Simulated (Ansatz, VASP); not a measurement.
**CdSb2O2 in VASP and in Ansatz**

File INCAR:

```
PREC = Accurate ; ENCUT = 600
EDIFF = 1E-6 ; ISMEAR = 0
SIGMA = 0.1 ; LREAL = False
LASPH = True ; NELM = 120
ALGO = Normal ; ISIF = 2
LWAVE = False ; LCHARG = True
GGA = PE ; LELF = True
LVHAR = True ; NBANDS = 39
GGA_COMPAT = False
```

Contents of KPOINTS:

```
regular mesh
0
Gamma
  6 6 4
```

POSCAR

```
CdSb2O2
1.0
    5.4212538300      0.0000000000      0.0000000000
   -2.7106269200      4.6949435400      0.0000000000
    0.0000000000      0.0000000000      4.2508548900
Cd Sb O
1 2 2
Direct
    0.0000000000      0.0000000000      0.8631880300
    0.3333333300      0.6666666700      0.4786919100
    0.6666666700      0.3333333300      0.4786919100
    0.3333333300      0.6666666700      0.1125924500
    0.6666666700      0.3333333300      0.1125924500
```

Input for Ansatz:

```yaml
crystal:
  lattice:
    - [5.42125383, 0.0, 0.0]
    - [-2.71062692, 4.69494354, 0.0]
    - [0.0, 0.0, 4.25085489]
  atoms:
    - { symbol: Cd, position: [0.0, 0.0, 0.86318803] }
    - { symbol: Sb, position: [0.33333333, 0.66666667, 0.47869191] }
    - { symbol: Sb, position: [0.66666667, 0.33333333, 0.47869191] }
    - { symbol: O, position: [0.33333333, 0.66666667, 0.11259245] }
    - { symbol: O, position: [0.66666667, 0.33333333, 0.11259245] }
basis:
  ecutwfc: 420
kpoints:
  mp_grid: { grid: [6, 6, 4] }
hamiltonian:
  xc: pbe
scf:
  occupations: { method: gaussian, width: 0.1 }
  lower_state_search: "off"
output:
  forces: true
  stress: true
  eigenvalues: true
```

Alike in both runs: task single point; functional PBE; k mesh 6 × 6 × 4; occupations gaussian, width 0.1 eV; no spin polarisation.

|  | VASP | Ansatz |
| --- | --- | --- |
| version | VASP 6.6.1 | Ansatz 0.2.0 |
| potentials or method | VASP PAW PBE potentials, release 64 (Cd_sv_GW, Sb_d_GW, O), cutoff 600 eV | scalar-relativistic, plane waves, PAW |
| valence electrons in the cell | 62 | 62 |

```tsv
	VASP	Ansatz	Ansatz less VASP
gap on the k mesh at the Fermi level (eV)	none	none	-
rms of the force components (eV/Å)	11.892	11.523	-0.3689
```

Atom by atom the forces differ by 0.369 eV/Å (rms over components). A gap of «none» marks a metal or a gap that the smearing closes. The functional is the same, so the differences come from potentials, cutoffs and numerics.

The k mesh is coarse, so the values compare programs but aren't converged. Spin-orbit coupling is off throughout.
